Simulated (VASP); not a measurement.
Here is a VASP 6.6.1 calculation.

File INCAR:

```
ALGO = Fast ; EDIFF = 1E-7
EDIFFG = -0.01 ; ENCUT = 600
GGA = PS ; IBRION = 2
ISIF = 4 ; ISMEAR = 0
LASPH = T ; LCHARG = F
LREAL = F ; LWAVE = F
NELM = 100 ; NSW = 60
PREC = Accurate ; SIGMA = 0.05
```

Contents of KPOINTS:

```
k-points
0
Gamma
  12 12 16
```

POSCAR

```
Hf
1.0
    4.2459611069      0.0000000000      0.0000000000
   -2.1229805535      3.6771101820      0.0000000000
    0.0000000000      0.0000000000      2.6288672273
Hf
3
Direct
    0.6666666667      0.3333333333      0.5000000000
    0.3333333333      0.6666666667      0.5000000000
    0.0000000000      0.0000000000      0.0000000000
```

Potentials or basis: VASP PAW PBE potentials, release 64 (Hf_pv).

Command:

```bash
$ cat potpaw_PBE.64/Hf_pv/POTCAR > POTCAR
$ mpirun -np 1 vasp_std > vasp.out
```

Problem. Predict the band gap on the k mesh.

Solution. Zero (bands 15 and 16 overlap by 1.51 eV).

Final structure:
```yaml
crystal:
  lattice:
    - [4.25107, 0.00000, 0.00000]
    - [-2.12553, 3.68153, 0.00000]
    - [0.00000, 0.00000, 2.62255]
  atoms:
    - { symbol: Hf, position: [0.66667, 0.33333, 0.50000] }
    - { symbol: Hf, position: [0.33333, 0.66667, 0.50000] }
    - { symbol: Hf, position: [0.00000, 0.00000, 0.00000] }
```

Caveat: spin-orbit coupling is left out, which moves the levels of the heavy elements.
